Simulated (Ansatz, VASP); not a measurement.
# C in VASP and in Ansatz

INCAR

```
SYSTEM = C
PREC     = Accurate       ! precision mode
ENCUT    = 520            ! plane-wave cutoff, eV
EDIFF    = 1E-6           ! SCF threshold, eV
ISMEAR   = 0              ! smearing method
SIGMA    = 0.05           ! smearing width, eV
LREAL    = .False.        ! projectors in reciprocal space
LASPH    = .True.         ! aspherical terms in the spheres
NELM     = 80             ! most SCF steps
ALGO     = Normal         ! electronic algorithm
ISIF     = 2              ! what is computed and relaxed
LWAVE    = .False.        ! write WAVECAR
LCHARG   = .False.        ! write CHGCAR
NBANDS   = 36             ! bands
```

KPOINTS

```
regular mesh
0
Gamma
  12 12 2
  0 0 0
```

POSCAR

```
C
1.0
    2.3758000000      0.0000000000      0.0000000000
   -1.1879000000      2.0575031543      0.0000000000
    0.0000000000      0.0000000000     12.7015000000
C
12
Direct
    0.0000000000      0.0000000000      0.1868599868
    0.0000000000      0.0000000000      0.6868599868
    0.0000000000      0.0000000000      0.3131400132
    0.0000000000      0.0000000000      0.8131400132
    0.3333333333      0.6666666667      0.5207718743
    0.6666666667      0.3333333333      0.0207718743
    0.3333333333      0.6666666667      0.9792281257
    0.6666666667      0.3333333333      0.4792281257
    0.3333333333      0.6666666667      0.6450609412
    0.6666666667      0.3333333333      0.1450609412
    0.3333333333      0.6666666667      0.8549390588
    0.6666666667      0.3333333333      0.3549390588
```

Input for Ansatz:

```yaml
crystal:
  lattice:
    - [2.3758, 0.0, 0.0]
    - [-1.1879, 2.0575031543, 0.0]
    - [0.0, 0.0, 12.7015]
  atoms:
    - { symbol: C, position: [0.0, 0.0, 0.1868599868] }
    - { symbol: C, position: [0.0, 0.0, 0.6868599868] }
    - { symbol: C, position: [0.0, 0.0, 0.3131400132] }
    - { symbol: C, position: [0.0, 0.0, 0.8131400132] }
    - { symbol: C, position: [0.3333333333, 0.6666666667, 0.5207718743] }
    - { symbol: C, position: [0.6666666667, 0.3333333333, 0.0207718743] }
    - { symbol: C, position: [0.3333333333, 0.6666666667, 0.9792281257] }
    - { symbol: C, position: [0.6666666667, 0.3333333333, 0.4792281257] }
    - { symbol: C, position: [0.3333333333, 0.6666666667, 0.6450609412] }
    - { symbol: C, position: [0.6666666667, 0.3333333333, 0.1450609412] }
    - { symbol: C, position: [0.3333333333, 0.6666666667, 0.8549390588] }
    - { symbol: C, position: [0.6666666667, 0.3333333333, 0.3549390588] }
basis:
  ecutwfc: 520.0
kpoints:
  mp_grid: { grid: [12, 12, 2] }
hamiltonian:
  xc: lda
  pseudopotentials: { kind: paw, azcp: { folder: soft_1 } }
scf:
  occupations: { method: gaussian, width: 0.05 }
output:
  forces: true
  stress: true
  eigenvalues: true
```

Alike in both runs: task single point; functional LDA; k mesh 12 × 12 × 2; occupations gaussian, width 0.05 eV; no spin polarisation.

|  | VASP | Ansatz |
| --- | --- | --- |
| version | VASP 6.6.1 | Ansatz 0.2.0 |
| potentials or method | VASP PAW LDA potentials, release 64 (C), cutoff 520 eV | scalar-relativistic, plane waves, PAW |
| valence electrons in the cell | 48 | 48 |

```tsv
	VASP	Ansatz	Ansatz less VASP
gap on the k mesh at the Fermi level (eV)	3.47	3.47	0.000
least direct gap on the mesh (eV)	3.47	3.47	0.000
rms of the force components (eV/Å)	0.194	0.176	-0.0179
```

Ansatz warns that its potentials were made for another functional, while VASP's fit it. LDA's correlation is that of Perdew and Zunger in VASP and of Perdew and Wang (1992) in Ansatz. Atom by atom the forces differ by 0.018 eV/Å (rms over components).
